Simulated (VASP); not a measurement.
A run of VASP 6.6.1 is set up as follows.

INCAR

```
PREC = Accurate
ENCUT = 520
EDIFF = 1E-7
ISMEAR = 0
SIGMA = 0.1
LREAL = False
LASPH = True
NELM = 150
ALGO = Normal
ISIF = 2
LWAVE = False
LCHARG = False
ISPIN = 2
MAGMOM = 3.1 0.69 0.72 0.72
LORBIT = 11
LMAXMIX = 4
GGA = PS
NBANDS = 31
KPAR = 4
```

Contents of KPOINTS:

```
Automatic mesh
0
Gamma
  16 16 16
```

The input POSCAR:

```
FeNi3
1.0
   -1.7669790000      1.7669790000      3.5395920000
    1.7669790000     -1.7669790000      3.5395920000
    1.7669790000      1.7669790000     -3.5395920000
Fe Ni
1 3
Direct
    0.0000000000      0.0000000000      0.0000000000
    0.5000000000      0.5000000000      0.0000000000
    0.7500000000      0.2500000000      0.5000000000
    0.2500000000      0.7500000000      0.5000000000
```

Potentials or basis: VASP PAW PBE potentials, release 64 (Fe, Ni).

Command:

```sh
$ cat potpaw_PBE.64/Fe/POTCAR potpaw_PBE.64/Ni/POTCAR > POTCAR
$ mpirun -np 4 vasp_std > vasp.out
```

Q: Estimate the site moments.

A: Fe +2.81; Ni +0.57, +0.59 (each value once) μB.

Q: Predict the pressure.

A: -8.5 GPa.

Stress tensor (GPa, compression positive):
```
-8.45  0.00  0.00
 0.00 -8.45  0.00
 0.00  0.00 -8.68
```

Caveat: the cell stands under tension; the PAW data sets were made with another functional, which shifts forces and pressure a little.
